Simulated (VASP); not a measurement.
The system is PIr (rocksalt type).

```
Ir P
1.0
     0.00000    2.34263    2.34263
     2.34263    0.00000    2.34263
     2.34263    2.34263    0.00000
Ir P
1 1
Direct
  0.00000 0.00000 0.00000
  0.50000 0.50000 0.50000
```

This cell differs from its parent crystal: volume scaled by 0.9.

Base run:

| Item | Value |
| --- | --- |
| Program | VASP 6.6.1 |
| Functional | LDA |
| Potentials or basis | VASP PAW LDA potentials, release 64 (Ir, P) |
| Cutoff | 500 eV |
| k mesh | 14 × 14 × 14 |
| Occupations | fermi-dirac, width 0.08 eV |
| Spin | no spin polarisation |

Its results: band gap on the k mesh zero (band 7 reaches 12.25 eV, above the bottom of band 8 at 10.39 eV); pressure 34.6 GPa.

**Question.** The run is repeated on the same cell with these changes: hubbard terms from none to Ir d U = 1.0 eV. What comes out?

**Answer.** Band gap on the k mesh zero (band 7 reaches 12.15 eV, above the bottom of band 8 at 10.14 eV); pressure 31.8 GPa.

Caveats: spin-orbit coupling is left out, which moves the levels of the heavy elements; U without spin polarisation on a metal has little footing (some runs); the U is typed as a test and isn't derived for this compound (some runs).
